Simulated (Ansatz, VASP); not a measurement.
Ni in VASP and in Ansatz

```xyz
1
Lattice="2.3517 0.0000 0.0000 0.0000 2.3517 0.0000 0.0000 0.0000 2.3517" Properties=species:S:1:pos:R:3 pbc="T T T"
Ni    0.0000    0.0000    0.0000
```

Alike in both runs: task single point; functional r2SCAN; k mesh 15 × 15 × 15; occupations fermi-dirac, width 0.1 eV; no spin polarisation.

```csv
,VASP,Ansatz
version,VASP 6.6.1,Ansatz 0.2.0
potentials or method,"VASP PAW PBE potentials, release 64 (Ni), cutoff 520 eV","plane waves (500 eV) with PAW, scalar-relativistic"
valence electrons in the cell,10,18
```

VASP gave:

```
pressure (GPa) : -10.2
```

Q: What did Ansatz give for the same quantities?

A: Pressure (GPa): -10.6.

VASP's potentials were made for PBE, not for r2SCAN. The functional is the same, so the differences come from potentials, cutoffs and numerics. VASP's potentials hold 10 valence electrons a cell and Ansatz's 18, so a difference there can come from the potentials and not from the codes.
